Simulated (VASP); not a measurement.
Input of a VASP 6.6.1 run:

INCAR

```
SYSTEM = PtS2
PREC = Accurate
ENCUT = 520
EDIFF = 1E-6
ISMEAR = 0
SIGMA = 0.02
LREAL = .FALSE.
LASPH = .TRUE.
NELM = 100
ALGO = Normal
ISIF = 2
LWAVE = .FALSE.
LCHARG = .FALSE.
LDIPOL = .TRUE.
IDIPOL = 3
DIPOL = 0.5 0.5 0.500
GGA = PE
IVDW = 12
NBANDS = 18
```

The input KPOINTS:

```
regular mesh
0
G
  9 9 1
  0 0 0
```

POSCAR

```
PtS2
1.0
    3.5890000000      0.0000000000      0.0000000000
   -1.7945000000      3.1081651742      0.0000000000
    0.0000000000      0.0000000000     30.8254864268
S Pt
2 1
Direct
    0.6666666667      0.3333333333      0.4604061398
    0.3333333333      0.6666666667      0.5395938602
    0.0000000000      0.0000000000      0.5000000000
```

Potentials or basis: VASP PAW PBE potentials, release 64 (S, Pt).

The run is started by

```bash
$ cat potpaw_PBE.64/S/POTCAR potpaw_PBE.64/Pt/POTCAR > POTCAR
$ mpirun -np 1 vasp_std > vasp.out
```

Task: Predict the largest force.

Result: 0.101 eV/Å.

Task: Estimate the band gap on the k mesh.

Result: 1.81 eV (least direct gap 1.86 eV).

Task: What does it give for the dispersion energy per atom?

Result: -0.269 eV.

Forces in eV/Å, atoms in the order of the input:
```
S    0.000  0.000  0.101
S    0.000  0.000 -0.101
Pt   0.000  0.000  0.000
```

Caveat: spin-orbit coupling is left out, which moves the levels of the heavy elements.
